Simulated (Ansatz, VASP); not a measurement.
## Two plane-wave programs on CoRu3

```
Co Ru
1.0
     2.69330    0.00000    0.00000
    -1.34665    2.33247    0.00000
     0.00000    0.00000    8.36807
Co Ru
1 3
Direct
  0.66667 0.33333 0.50000
  0.33333 0.66667 0.74496
  0.33333 0.66667 0.25504
  0.66667 0.33333 0.00000
```

Alike in both runs: functional PBE; k mesh 18 × 18 × 6; occupations gaussian, width 0.1 eV; collinear spin.

Ansatz relaxed the structure, and its values are those at the end. VASP's run is a single point on that final structure, the one shown.

|  | VASP | Ansatz |
| --- | --- | --- |
| version | VASP 6.6.1 | Ansatz 0.2.0 |
| potentials or method | VASP PAW PBE potentials, release 64 (Co, Ru_pv), cutoff 520 eV | scalar-relativistic, plane waves, PAW |
| valence electrons in the cell | 51 | 65 |

Ansatz gave:

```
gap on the k mesh at the Fermi level (eV)                     : none
pressure (GPa)                                                : 0.0
rms of the force components (eV/Å)                            : 0.000
net moment per atom (μB)                                      : 0.32
size of the moment on the site where the two differ most (μB) : 1.35
```

**Question.** Estimate VASP's values.

**Answer.** gap on the k mesh at the Fermi level (eV): none; pressure (GPa): -0.1; rms of the force components (eV/Å): 0.005; net moment per atom (μB): 0.32; size of the moment on the site where the two differ most (μB): 1.31.

Site moments also hang on the region over which each program counts them. A gap of «none» marks a metal or a gap that the smearing closes. VASP's potentials hold 51 valence electrons a cell and Ansatz's 65, so a difference there can come from the potentials and not from the codes.
